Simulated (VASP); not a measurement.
A run of VASP 6.6.1 is set up as follows.

The input INCAR:

```
  PREC = Accurate
  ENCUT = 520
  EDIFF = 1E-6
  ISMEAR = -1
  SIGMA = 0.05
  LREAL = False
  LASPH = True
  NELM = 150
  ALGO = Normal
  ISIF = 2
  LWAVE = False
  LCHARG = False
  ISPIN = 2
  MAGMOM = 0.715 0.715 0.724 0.724
  LORBIT = 11
  LMAXMIX = 4
  GGA = RP
  NBANDS = 32
```

File KPOINTS:

```
Automatic mesh
0
Gamma
  19 19 5
```

POSCAR

```
Ni
1.0
    2.5126292021      0.0000000000      0.0000000000
   -1.2563146011      2.1760007193      0.0000000000
    0.0000000000      0.0000000000      8.2233462377
Ni
4
Direct
    0.0000000000      1.0000000000      1.0000000000
    0.0000000000      1.0000000000      0.5000000000
    0.3333333333      0.6666666667      0.2500000000
    0.6666666667      0.3333333333      0.7500000000
```

Potentials or basis: VASP PAW PBE potentials, release 64 (Ni).

The run is started by

```sh
$ cat potpaw_PBE.64/Ni/POTCAR > POTCAR
$ mpirun -np 1 vasp_std > vasp.out
```

Problem. Estimate the site moments.

Solution. Ni +0.66, +0.67 μB.

Problem. What does it give for the net moment?

Solution. 2.59 μB per cell.

Stress tensor (GPa, compression positive):
```
-0.03  0.00  0.00
 0.00 -0.03  0.00
 0.00  0.00  0.23
```

Caveat: the PAW data sets were made with another functional, which shifts forces and pressure a little.
